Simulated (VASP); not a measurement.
Hf4N2O, 7 atoms in the cell. It takes space group P-3m1 (No. 164, trigonal). The conventional cell has a = 3.179 Å, b = 3.179 Å, c = 10.796 Å, α = 90.00°, β = 90.00°, γ = 120.00°. Hf (site symmetry 3m) has 3 N at 2.25 Å and 3 O at 2.36 Å within 3.0 Å. Hf (site symmetry 3m) has 3 N at 2.27 Å within 3.0 Å. Within 3.0 Å of N (site symmetry 3m) lie 6 Hf at 2.25 to 2.27 Å and 1 O at 2.78 Å. O (site symmetry -3m) has 6 Hf at 2.36 Å and 2 N at 2.78 Å and 6 O at 3.18 Å within 3.2 Å.  This cell differs from its parent crystal: with an interstitial atom.

```yaml
Program: VASP 6.6.1
Task: single point
Functional: PBE
Potentials_or_basis: VASP PAW PBE potentials, release 64 (Hf_pv, N, O)
Cutoff: 520 eV
k_mesh: 12 × 12 × 4
Occupations: gaussian, width 0.1 eV
Spin: no spin polarisation
Dipole_correction: no
Further_INCAR_settings: ALGO = Normal; EDIFF = 1e-06; NBANDS = 37
```

Potentials or basis: VASP PAW PBE potentials, release 64 (Hf_pv, N, O).

Command:

```sh
$ cat potpaw_PBE.64/Hf_pv/POTCAR potpaw_PBE.64/N/POTCAR potpaw_PBE.64/O/POTCAR > POTCAR
$ mpirun -np 1 vasp_std > vasp.out
```

Hardware: 1 thread of Intel(R) Xeon(R) 6975P-C (Granite Rapids), on a shared host.

How long does it take, and how much memory?

Run time: 2.1 min on 1 thread of Intel(R) Xeon(R) 6975P-C (Granite Rapids), with other jobs on the host, peak memory 0.33 GiB. Counts: scf iterations 17, k points 69.
